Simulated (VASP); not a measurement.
Runs of VASP 6.6.1 on Li. The structure is that of space group Fm-3m (No. 225), or close to it. The cells are those of the table. This isn't the form of Li at room conditions, which is bcc.

| cell | gap on the mesh (eV) | pressure (GPa) |
| --- | --- | --- |
| a = 3.021 Å, angles 60.0°, 1 atom | none | 0.6 |
| a = 3.208 Å, angles 60.0°, 1 atom | none | -1.2 |
| a = 3.044, b = 3.044, c = 3.021 Å, angles 60.3, 60.3, 59.5°, 1 atom | none | 0.6 |
| a = 3.161 Å, angles 60.0°, 1 atom | none | (a) |
| a = 3.044, b = 3.044, c = 3.067 Å, angles 59.7, 59.7, 60.5°, 1 atom | none | 0.3 |
| a = 3.068, b = 3.068, c = 3.021 Å, angles 60.5, 60.5, 59.0°, 1 atom | none | 0.3 |
| a = 3.067 Å, angles 60.0°, 1 atom | none | 0.0 |

Alike in all rows: task single point; level r2SCAN; potentials or basis VASP PAW PBE potentials, release 64 (Li_sv); no spin polarisation; k mesh 18 × 18 × 18; cutoff (eV) 830; smearing gaussian 0.15 eV.

Q: Estimate the missing entries.

A: (a) -0.9.

Caveats: the PAW data sets were made with another functional, which shifts forces and pressure a little.

A gap of «none» marks levels without a gap at the run's occupations.
